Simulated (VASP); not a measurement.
A run of VASP 6.6.1:

File INCAR:

```
SYSTEM = H2O
GGA = PS
ISMEAR = 0
SIGMA = 0.03
LWAVE = .FALSE.
LCHARG = .FALSE.
ISIF = 0
PREC = Accurate
LASPH = .TRUE.
LREAL = Auto
ALGO = Normal
EDIFF = 1E-6
NELM = 120
GGA_COMPAT = .FALSE.
ENCUT = 520
EFERMI = MIDGAP
NELMDL = -8
ROPT = -0.00025 -0.00025
```

Contents of KPOINTS:

```
k-points
0
Gamma
  1 1 1
```

POSCAR

```
H2O
1.0
   10.0000000000      0.0000000000      0.0000000000
    0.0000000000     11.0000000000      0.0000000000
    0.0000000000      0.0000000000     10.0000000000
O H
1 2
Direct
    0.4628400000      0.5292090900      0.4823100000
    0.5397600000      0.5608636400      0.5279000000
    0.4767300000      0.4429545500      0.4789000000
```

Potentials or basis: VASP PAW PBE potentials, release 64 (O, H).

Launch:

```bash
$ cat potpaw_PBE.64/O/POTCAR potpaw_PBE.64/H/POTCAR > POTCAR
$ mpirun -np 1 vasp_gam > vasp.out
```

Hardware: 1 thread of Intel(R) Xeon(R) Platinum 8259CL CPU @ 2.50GHz (Skylake/Cascade Lake) (shared host).

Estimate the wall time of this run.

Run time: 74 s on 1 thread of Intel(R) Xeon(R) Platinum 8259CL CPU @ 2.50GHz (Skylake/Cascade Lake), with other jobs on the host, peak memory 0.9 GiB. Counts: scf iterations 26, k points 1.
